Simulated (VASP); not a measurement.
Write the native input for VASP 6.6.1 that does the following.

| Property | Result |
| --- | --- |
| Task | single point |
| Functional | PBEsol |
| Potentials or basis | VASP PAW PBE potentials, release 64 (W_sv) |
| Cutoff | 520 eV |
| k mesh | 20 × 20 × 20 |
| Occupations | gaussian, width 0.15 eV |
| Spin | no spin polarisation |
| Dipole correction | no |
| Further INCAR settings | ALGO = Normal; EDIFF = 1e-06; NBANDS = 13 |

The structure of W lies in POSCAR:

```
W
1.0
   -1.5973000000      1.5973000000      1.5573675000
    1.5973000000     -1.5973000000      1.5573675000
    1.5973000000      1.5973000000     -1.5573675000
W
1
Direct
    0.0000000000      0.0000000000      0.0000000000
```

This cell differs from its parent crystal: strain +0.000 along x and y, -0.025 along z.

These files were run (other wordings do the same):

INCAR

```
  PREC = Accurate
  ENCUT = 520
  EDIFF = 1E-6
  ISMEAR = 0
  SIGMA = 0.15
  LREAL = F
  LASPH = T
  NELM = 80
  ALGO = Normal
  ISIF = 2
  LWAVE = F
  LCHARG = F
  GGA = PS
  NBANDS = 13
```

KPOINTS

```
Automatic mesh
0
Gamma
  20 20 20
```

Potentials or basis: VASP PAW PBE potentials, release 64 (W_sv).

Command:

```sh
$ cat potpaw_PBE.64/W_sv/POTCAR > POTCAR
$ mpirun -np 1 vasp_std > vasp.out
```

Results of the run:

| Quantity | Value |
| --- | --- |
| Pressure | -3.4 GPa |
| Band gap on the k mesh | zero (band 7 reaches 16.36 eV, above the bottom of band 8 at 10.08 eV) |

Caveat: the cell differs from its parent crystal (strain +0.000 along x and y, -0.025 along z); the PAW data sets were made with another functional, which shifts forces and pressure a little; spin-orbit coupling is left out, which moves the levels of the heavy elements.

It took 32 s on 1 thread of Intel(R) Xeon(R) 6975P-C (Granite Rapids), on a shared host, peak memory 0.23 GiB.
